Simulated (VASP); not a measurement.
Wanted: the native input for a VASP 6.6.1 run.

```yaml
Task: single point
Functional: r2SCAN
Potentials_or_basis: VASP PAW PBE potentials, release 64 (In_d, Sb)
Cutoff: 520 eV
k_mesh: 9 × 9 × 9
Occupations: fermi-dirac, width 0.1 eV
Spin: no spin polarisation
Dipole_correction: no
Further_INCAR_settings: ALGO = Normal; EDIFF = 1e-07; NBANDS = 16
```

Crystal: InSb.

```
In Sb
1.0
     0.00000    3.27907    3.27907
     3.27907    0.00000    3.27907
     3.27907    3.27907    0.00000
In Sb
1 1
Direct
  0.00000 0.00000 0.00000
  0.25000 0.25000 0.25000
```

These files were run (other wordings do the same):

POSCAR

```
InSb
1.0
    0.0000000000      3.2790729700      3.2790729700
    3.2790729700      0.0000000000      3.2790729700
    3.2790729700      3.2790729700      0.0000000000
In Sb
1 1
Direct
    0.0000000000      0.0000000000      0.0000000000
    0.2500000000      0.2500000000      0.2500000000
```

INCAR.step1

```
PREC     = Accurate       # precision mode
ENCUT    = 520            # plane-wave cutoff, eV
ISMEAR   = -1             # smearing method
SIGMA    = 0.1            # smearing width, eV
LREAL    = False          # projectors in reciprocal space
LASPH    = True           # aspherical terms in the spheres
NELM     = 100            # most SCF steps
NBANDS   = 16             # bands
GGA      = PE             # functional
ALGO     = Normal         # electronic algorithm
EDIFF    = 1E-4           # SCF threshold, eV
LWAVE    = True           # write WAVECAR
LCHARG   = False          # write CHGCAR
```

INCAR.step2

```
PREC     = Accurate       # precision mode
ENCUT    = 520            # plane-wave cutoff, eV
EDIFF    = 1E-7           # SCF threshold, eV
ISMEAR   = -1             # smearing method
SIGMA    = 0.1            # smearing width, eV
LREAL    = False          # projectors in reciprocal space
LASPH    = True           # aspherical terms in the spheres
NELM     = 100            # most SCF steps
ALGO     = Normal         # electronic algorithm
ISIF     = 2              # what is computed and relaxed
LWAVE    = False          # write WAVECAR
LCHARG   = False          # write CHGCAR
METAGGA  = R2SCAN         # meta-GGA
LMIXTAU  = True         
NBANDS   = 16             # bands
ISTART   = 1
```

KPOINTS

```
Automatic mesh
0
Gamma
  9 9 9
```

Potentials or basis: VASP PAW PBE potentials, release 64 (In_d, Sb).

Launch:

```sh
$ cat potpaw_PBE.64/In_d/POTCAR potpaw_PBE.64/Sb/POTCAR > POTCAR
$ cp INCAR.step1 INCAR
$ mpirun -np 1 vasp_std > vasp.out
$ cp INCAR.step2 INCAR
$ mpirun -np 1 vasp_std > vasp.out
```

Results of the run:

The pressure is 0.0 GPa.

Caveat: the PAW data sets were made with another functional, which shifts forces and pressure a little.

Wall time 6.4 min on 1 thread of AMD EPYC 7R13, with other jobs on the host, peak memory 0.21 GiB.
